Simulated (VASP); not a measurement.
Write the native input for VASP 6.6.1 that does the following.

| Property | Result |
| --- | --- |
| Task | single point |
| Functional | PBEsol |
| Potentials or basis | VASP PAW PBE potentials, release 64 (Si, C) |
| Cutoff | 520 eV |
| k mesh | 12 × 12 × 12 |
| Occupations | gaussian, width 0.05 eV |
| Spin | no spin polarisation |
| Dipole correction | no |
| Further INCAR settings | ALGO = Normal; EDIFF = 1e-06; NBANDS = 11 |

The structure of SiC lies in POSCAR:

```
SiC
1.0
    0.0000000000      2.0690717086      2.0690717086
    2.0690717086      0.0000000000      2.0690717086
    2.1545933392      2.1545933392     -0.0855216306
Si C
1 1
Direct
    0.0000000000      0.0000000000      0.0000000000
    0.7500000000      0.7500000000      0.7500000000
```

One way to write it, as run:

INCAR

```
SYSTEM = SiC
  ALGO = Normal
  EDIFF = 1E-6
  ENCUT = 520
  GGA = PS
  ISIF = 2
  ISMEAR = 0
  LASPH = .TRUE.
  LCHARG = .TRUE.
  LELF = .TRUE.
  LREAL = .FALSE.
  LVHAR = .TRUE.
  LWAVE = .FALSE.
  NBANDS = 11
  NELM = 100
  PREC = Accurate
  SIGMA = 0.05
```

KPOINTS

```
k-points
0
G
  12 12 12
  0 0 0
```

Potentials or basis: VASP PAW PBE potentials, release 64 (Si, C).

Launch:

```bash
$ cat potpaw_PBE.64/Si/POTCAR potpaw_PBE.64/C/POTCAR > POTCAR
$ mpirun -np 1 vasp_std > vasp.out
```

It gave:

```json
{"Pressure": "26.8 GPa", "Largest force": "0.790 eV/Å", "Band gap on the k mesh": "0.92 eV, indirect (least direct gap 4.13 eV)"}
```

Caveat: the PAW data sets were made with another functional, which shifts forces and pressure a little.

Wall time 14 s on 1 thread of Intel Xeon 6975P-C (shared host), peak memory 0.16 GiB.
